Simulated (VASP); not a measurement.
Set up this calculation in VASP 6.6.1, as the native input.

| Property | Result |
| --- | --- |
| Task | relaxation of cell and atoms |
| Functional | PBE |
| Potentials or basis | VASP PAW PBE potentials, release 64 (Al, Se) |
| Cutoff | 600 eV |
| k mesh | 6 × 6 × 4 |
| Occupations | gaussian, width 0.1 eV |
| Spin | no spin polarisation |
| Dipole correction | no |
| Further INCAR settings | ALGO = Normal; EDIFF = 1e-07; IBRION = 2; EDIFFG = -0.04; NSW = 90; ISIF = 3 |

The structure of AlSe lies in POSCAR:

```
AlSe
1.0
    3.1199603500      0.0000000000      0.0000000000
   -1.5599801800      2.7019649200      0.0000000000
    0.0000000000      0.0000000000      5.8512929500
Al Se
1 1
Direct
    0.0000000000      0.0000000000      0.0000000000
    0.0000000000      0.0000000000      0.5000000000
```

One way to write it, as run:

INCAR

```
SYSTEM = AlSe
PREC = Accurate
ENCUT = 600
EDIFF = 1E-7
ISMEAR = 0
SIGMA = 0.1
LREAL = .FALSE.
LASPH = .TRUE.
NELM = 100
ALGO = Normal
ISIF = 3
LWAVE = .FALSE.
LCHARG = .FALSE.
GGA = PE
IBRION = 2
NSW = 90
EDIFFG = -0.04
```

KPOINTS

```
Automatic mesh
0
G
  6 6 4
  0 0 0
```

Potentials or basis: VASP PAW PBE potentials, release 64 (Al, Se).

Run with:

```sh
$ cat potpaw_PBE.64/Al/POTCAR potpaw_PBE.64/Se/POTCAR > POTCAR
$ mpirun -np 1 vasp_std > vasp.out
```

It gave:

* Relaxed volume: 19.47 Å³/atom
* Relaxed cell: a = 2.947 Å, b = 2.947 Å, c = 5.180 Å, α = 90.00°, β = 90.00°, γ = 120.00°
* Space group after relaxing (to 0.05 Å): P6/mmm (No. 191)
* Energy gained by relaxing: 185.5 meV/atom
* Ionic steps: 10
* Pressure after relaxing: 0.0 GPa

Caveat: the k points lie up to 0.41 Å⁻¹ apart in the final cell; the volume moved by over 15 % at a fixed basis, so the end points are rough.

Wall time 2.1 min on 1 thread of AMD EPYC 7R13, on a shared host, peak memory 0.17 GiB.
